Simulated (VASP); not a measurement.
# Cu (Fm-3m) in VASP: further runs

Runs on Cu. Level: LDA. Tasks: single point, relaxation of cell and atoms.

Program: VASP 6.6.1. These are calculated values, not measurements. Logs are shortened: lines on timing, memory, paths and dates and some standing lists are left out, and cuts for length are marked.

## (1) The cell of the first run

The structure is cubic, space group Fm-3m (No. 225). Conventional cell: a = 3.518 Å, b = 3.518 Å, c = 3.518 Å, α = 90.00°, β = 90.00°, γ = 90.00°. Within 3.3 Å of Cu (site symmetry m-3m) lie 12 Cu at 2.49 Å.

## (2) Single point, LDA

INCAR reads:

```
SYSTEM = Cu
PREC = Accurate
ENCUT = 520
EDIFF = 1E-7
ISMEAR = -1
SIGMA = 0.05
LREAL = .False.
LASPH = .True.
NELM = 100
ALGO = Normal
ISIF = 2
LWAVE = .False.
LCHARG = .True.
GGA = CA
LELF = .True.
LVHAR = .True.
NBANDS = 12
```

KPOINTS reads:

```
Automatic mesh
0
Gamma
  21 21 21
  0 0 0
```

POSCAR reads:

```
Cu
1.0
    0.0000000000      1.7588396277      1.7588396277
    1.7588396277      0.0000000000      1.7588396277
    1.7588396277      1.7588396277      0.0000000000
Cu
1
Direct
    0.0000000000      0.0000000000      0.0000000000
```

Potentials or basis: VASP PAW LDA potentials, release 64 (Cu).

Started as:

```sh
> cat potpaw_LDA.64/Cu/POTCAR > POTCAR
> mpirun -np 1 vasp_std > vasp.out
```

OUTCAR:

```text
SYSTEM = Cu
   PREC = Accurate
   ENCUT = 520
   EDIFF = 1E-7
   ISMEAR = -1
   LREAL = .False.
   LASPH = .True.
   NELM = 100
   ISIF = 2
   GGA = CA

 ion  position               nearest neighbor table
   1  0.000  0.000  0.000-

  LATTYP: Found a face centered cubic cell.
 ALAT       =     3.5176792554

  Lattice vectors:

 A1 = (   0.0000000000,   1.7588396277,   1.7588396277)
 A2 = (   1.7588396277,   0.0000000000,   1.7588396277)
 A3 = (   1.7588396277,   1.7588396277,   0.0000000000)

Analysis of symmetry for initial positions (statically):
=====================================================================
 Subroutine PRICEL returns:
 Original cell was already a primitive cell.

 Routine SETGRP: Setting up the symmetry group for a
 face centered cubic supercell.

 Subroutine GETGRP returns: Found 48 space group operations
 (whereof 48 operations were pure point group operations)
 out of a pool of 48 trial point group operations.

The static configuration has the point symmetry O_h .

Analysis of symmetry for dynamics (positions and initial velocities):
=====================================================================
 Subroutine PRICEL returns:
 Original cell was already a primitive cell.

 Routine SETGRP: Setting up the symmetry group for a
 face centered cubic supercell.

 Subroutine GETGRP returns: Found 48 space group operations
 (whereof 48 operations were pure point group operations)
 out of a pool of 48 trial point group operations.

The dynamic configuration has the point symmetry O_h .

 Subroutine INISYM returns: Found 48 space group operations
 (whereof 48 operations are pure point group operations),
 and found     1 'primitive' translations

----------------------------------------------------------------------------------------

                                     Primitive cell

  volume of cell :      10.8820

  direct lattice vectors                    reciprocal lattice vectors
     0.000000000  1.758839628  1.758839628    -0.284278334  0.284278334  0.284278334
     1.758839628  0.000000000  1.758839628     0.284278334 -0.284278334  0.284278334
     1.758839628  1.758839628  0.000000000     0.284278334  0.284278334 -0.284278334

  length of vectors
     2.487374856  2.487374856  2.487374856     0.492384519  0.492384519  0.492384519

  position of ions in fractional coordinates (direct lattice)
     0.000000000  0.000000000  0.000000000

  ion indices of the primitive-cell ions
   primitive index   ion index
                 1           1
[... 73 lines left out ...]
   LREAL  =      F    real-space projection
   EDIFFG = 0.1E-05   stopping-criterion for IOM
   NSW    =      0    number of steps for IOM
   IBRION =     -1    ionic relax: 0-MD 1-quasi-New 2-CG
   NFREE  =      0    steps in history (QN), initial steepest desc. (CG)
   ISIF   =      2    stress and relaxation
   ISYM   =      2    0-nonsym 1-usesym 2-fastsym
   POTIM  = 0.5000    time-step for ionic-motion
   TEBEG  =    0.0;   TEEND  =   0.0 temperature during run
   PSTRESS=    0.0 pullay stress
   NELECT =      11.0000    total number of electrons
   NUPDOWN=      -1.0000    fix difference up-down
   EMIN   =  10.00;   EMAX   =-10.00  energy-range for DOS
   EFERMI =   0.00;   METHOD = LEGACY
   ISMEAR =    -1;   SIGMA  =   0.05  broadening in eV -4-tet -1-fermi 0-gaus
   EFERMI_NEDOS =   21; number of points for ismear=-14 and -15
   IALGO  =     38    algorithm
   IMIX   =      4    mixing-type and parameters
     AMIX     =   0.40;   BMIX     =  1.00
     AMIX_MAG =   1.60;   BMIX_MAG =  1.00
  volume/ion in A,a.u.               =      10.88        73.44
  Fermi-wavevector in a.u.,A,eV,Ry     =   1.642995  3.104810 36.727995  2.699431
  Thomas-Fermi vector in A             =   2.733204
   LORBIT       =      0    0 simple, 1 ext, 2 COOP (PROOUT), +10 PAW based schemes
   GGA     = CA    functional components
   LHFCALC =     F    Hartree Fock is set to
   AEXX    =    0.0000 exact exchange contribution
   IVDW    =     0    specifies the selected vdW correction
   LEPSILON=     F    determine dielectric tensor
   LRPA    =     F    only Hartree local field effects (RPA)
 non-spin polarized calculation
  energy-cutoff  :      520.00
  volume of cell :       10.88
 maximum number of plane-waves:       304
   NGX =  9   NGY =  9   NGZ =  9

 number of electron      10.9999994 magnetization

 Free energy of the ion-electron system (eV)
  ---------------------------------------------------
  ext. energy  EPLUGINS =         0.00000000
  ---------------------------------------------------
  free energy    TOTEN  =        -4.70757098 eV

  energy without entropy =       -4.70468506  energy(sigma->0) =       -4.70612802

 E-fermi :   8.4667     XC(G=0): -13.5885

 val. band max:        8.3812573725   @ k =   0.4762   0.2857   0.0476
 cond. band min:       8.4708908212   @ k =  -0.3333   0.1905   0.0000
 fundamental gap:      0.0896334487
 Fermi energy:         8.4667065219

 k-point     1 :       0.0000    0.0000    0.0000
  band No.  band energies     occupation
      1      -1.5788      2.00000
      2       5.0683      2.00000
      3       5.0683      2.00000
      4       5.0683      2.00000
      5       6.0187      2.00000
      6       6.0187      2.00000
      7      31.7364      0.00000
      8      34.8611      0.00000
      9      34.8611      0.00000
     10      34.8611      0.00000
     11      37.4790      0.00000
     12      37.4790      0.00000
[... 331 lines left out ...]
 k-point    24 :      -0.3810    0.0476    0.0000
  band No.  band energies     occupation
      1       2.5972      2.00000
      2       5.0679      2.00000
      3       5.1126      2.00000
      4       5.6549      2.00000
      5       6.4695      2.00000
      6       6.8381      2.00000
      7      14.9712      0.00000
      8      29.2423      0.00000
      9      31.2613      0.00000
     10      32.3403      0.00000
     11      34.9717      0.00000
     12      36.5749      0.00000

 [... further k-points ...]
[... 5 lines left out ...]
  --------------------------------------------------------------------------------------
  -------------------------------------------------------------------------------------
  Total        0.0584046      0.0584046      0.0584046      0.0000000      0.0000000     -0.0000000
  in kB        8.5990181      8.5990181      8.5990181      0.0000000      0.0000000     -0.0000000
  external PRESSURE =       8.5990181 kB  Pullay stress =       0.0000000 kB

 VOLUME and BASIS-vectors are now :
 -----------------------------------------------------------------------------
  energy-cutoff  :      520.00
  volume of cell :       10.88
      direct lattice vectors                 reciprocal lattice vectors
     0.000000000  1.758839628  1.758839628    -0.284278334  0.284278334  0.284278334
     1.758839628  0.000000000  1.758839628     0.284278334 -0.284278334  0.284278334
     1.758839628  1.758839628  0.000000000     0.284278334  0.284278334 -0.284278334

 POSITION                                       TOTAL-FORCE (eV/Angst)
 -----------------------------------------------------------------------------------
      0.00000      0.00000      0.00000         0.000000      0.000000     -0.000000
 -----------------------------------------------------------------------------------
    total drift:                                0.000000     -0.000000     -0.000000

  FREE ENERGIE OF THE ION-ELECTRON SYSTEM (eV)
  ---------------------------------------------------
  free  energy   TOTEN  =        -4.7075709820 eV

  energy  without entropy=       -4.7046850625  energy(sigma->0) =       -4.70612802
```

Wall time 12 s (1 thread of Intel Xeon 6975P-C (Granite Rapids), shared host); peak memory 0.14 GiB.

What came out:

```
Free energy : -4.7076 eV
Pressure    : 0.9 GPa
```

Levels at points of the mesh, in eV from the Fermi level:
```csv
k point,band 2,band 3,band 4,band 5,band 6,band 7,band 8,band 9,band 10,band 11
"(0.00, 0.00, 0.00)",-3.40,-3.40,-3.40,-2.45,-2.45,23.27,26.39,26.39,26.39,29.01
```

## (3) Relaxation of cell and atoms, LDA

INCAR reads:

```
SYSTEM = Cu
PREC = Accurate
ENCUT = 600
EDIFF = 1E-7
ISMEAR = -1
SIGMA = 0.05
LREAL = .FALSE.
LASPH = .TRUE.
NELM = 80
ALGO = Normal
ISIF = 3
LWAVE = .FALSE.
LCHARG = .FALSE.
IBRION = 2
NSW = 60
EDIFFG = -0.005
```

KPOINTS reads:

```
Automatic mesh
0
G
  21 21 21
  0 0 0
```

POSCAR is that of step 2.

Potentials or basis: VASP PAW LDA potentials, release 64 (Cu).

Started as:

```sh
> cat potpaw_LDA.64/Cu/POTCAR > POTCAR
> mpirun -np 1 vasp_std > vasp.out
```

It took 25 s on 1 thread of Intel Xeon 6975P-C (Granite Rapids), shared host; peak memory 0.15 GiB.

Results (log left out):

```yaml
Free_energy: -4.7078 eV
Relaxed_volume: 10.94 Å³/atom
Relaxed_cell: a = 2.491 Å, b = 2.491 Å, c = 2.491 Å, α = 60.00°, β = 60.00°, γ = 60.00°
Space_group_after_relaxing_to_0.05_Å: Fm-3m (No. 225)
Energy_gained_by_relaxing: 0.2 meV/atom
Ionic_steps: 3
Pressure_after_relaxing: -0.1 GPa
```

Step by step:
```
step  energy change (eV)  largest force (eV/Å)  pressure (GPa)  volume (Å³)
   1              0.0000                0.0000            0.92        10.88
   2              0.0000                0.0000           -0.76        10.98
   3             -0.0002                0.0000           -0.07        10.94
```

Final structure:
```yaml
crystal:
  lattice:
    - [0.00000, 1.76174, 1.76174]
    - [1.76174, 0.00000, 1.76174]
    - [1.76174, 1.76174, 0.00000]
  atoms:
    - { symbol: Cu, position: [0.00000, 0.00000, 0.00000] }
```

Levels at points of the mesh, in eV from the Fermi level:
| k point | band 2 | band 3 | band 4 | band 5 | band 6 | band 7 | band 8 | band 9 |
| --- | --- | --- | --- | --- | --- | --- | --- | --- |
| (0.00, 0.00, 0.00) | -3.38 | -3.38 | -3.38 | -2.44 | -2.44 | 23.23 | 26.32 | 26.32 |

## (4) Single point, LDA

This run uses another cell than the first one: it holds 3 atoms, not 1.

INCAR reads:

```
PREC = Accurate ; ENCUT = 520
EDIFF = 1E-6 ; ISMEAR = -1
SIGMA = 0.05 ; LREAL = F
LASPH = T ; NELM = 100
ALGO = Normal ; ISIF = 2
LWAVE = F ; LCHARG = T
LELF = T ; LVHAR = T
NBANDS = 24
```

KPOINTS reads:

```
regular mesh
0
Gamma
  17 17 6
```

POSCAR reads:

```
Cu
1.0
    0.0000000000      1.7588396277     -1.7588396277
   -1.7588396277      0.0000000000      1.7588396277
    3.5176792554      3.5176792554      3.5176792554
Cu
3
Direct
    0.0000000000      0.0000000000      0.0000000000
    0.3333333330      0.6666666670      0.3333333330
    0.6666666670      0.3333333330      0.6666666670
```

Started as:

```sh
> cat potpaw_LDA.64/Cu/POTCAR > POTCAR
> mpirun -np 1 vasp_std > vasp.out
```

It took 48 s on 1 thread of Intel Xeon 6975P-C (Granite Rapids), shared host; peak memory 0.21 GiB.

It converged, with:

```
Free energy : -14.1236 eV
Pressure    : 1.0 GPa
```

Levels at points of the mesh, in eV from the Fermi level:
| k point | band 15 | band 16 | band 17 | band 18 | band 19 | band 20 |
| --- | --- | --- | --- | --- | --- | --- |
| (0.00, 0.00, 0.00) | -2.10 | -2.10 | -2.10 | -2.10 | 9.10 | 9.10 |
| (0.00, 0.00, 0.50) | -2.47 | -1.79 | -1.79 | -1.27 | 4.11 | 17.44 |

## (5) Summary

```csv
task,cell,k mesh,cutoff (eV),gap on the mesh (eV),pressure (GPa)
single point,"a = 2.487 Å, angles 60.0°, 1 atom",21 × 21 × 21,520,none,0.9
relaxation of cell and atoms,"relaxed from a = 2.487 Å, angles 60.0°, 1 atom",21 × 21 × 21,600,none,-0.1
single point,"a = 2.487, b = 2.487, c = 6.093 Å, angles 90.0, 90.0, 120.0°, 3 atoms",17 × 17 × 6,520,none,1.0
```

Alike in all rows: level LDA; potentials or basis VASP PAW LDA potentials, release 64 (Cu); no spin polarisation; smearing fermi-dirac 0.05 eV.

Absolute energies hang on the potentials; compare differences alone.
